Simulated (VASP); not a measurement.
Al: single point with r2SCAN

Al:

```
CELL_PARAMETERS angstrom
0.00000 3.01374 3.01374
3.01374 0.00000 3.01374
3.01374 3.01374 0.00000
ATOMIC_POSITIONS crystal
Al 0.12500 0.12500 0.12500
Al 0.87500 0.87500 0.87500
```

```json
{
  "Program": "VASP 6.6.1",
  "Task": "single point",
  "Functional": "r2SCAN",
  "Potentials or basis": "VASP PAW PBE potentials, release 64 (Al)",
  "Cutoff": "520 eV",
  "k mesh": "5 × 5 × 5",
  "Occupations": "fermi-dirac, width 0.1 eV",
  "Spin": "no spin polarisation"
}
```

```json
{
 "Pressure": "-0.3 GPa",
 "Band gap on the k mesh": "zero (band 3 reaches 5.02 eV, above the bottom of band 4 at 2.12 eV)"
}
```

Levels at points of the mesh, in eV from the Fermi level:
| k point | band 1 | band 2 | band 3 | band 4 | band 5 | band 6 | band 7 | band 8 |
| --- | --- | --- | --- | --- | --- | --- | --- | --- |
| (0.00, 0.00, 0.00) | -8.20 | 2.36 | 2.36 | 2.36 | 4.30 | 4.30 | 4.30 | 6.11 |

Run time: 35 s on 1 thread of AMD EPYC 7R43 64-Core Processor (Zen 3), on a shared host, peak memory 0.13 GiB.

Caveat: the k points lie up to 0.36 Å⁻¹ apart; the PAW data sets were made with another functional, which shifts forces and pressure a little.
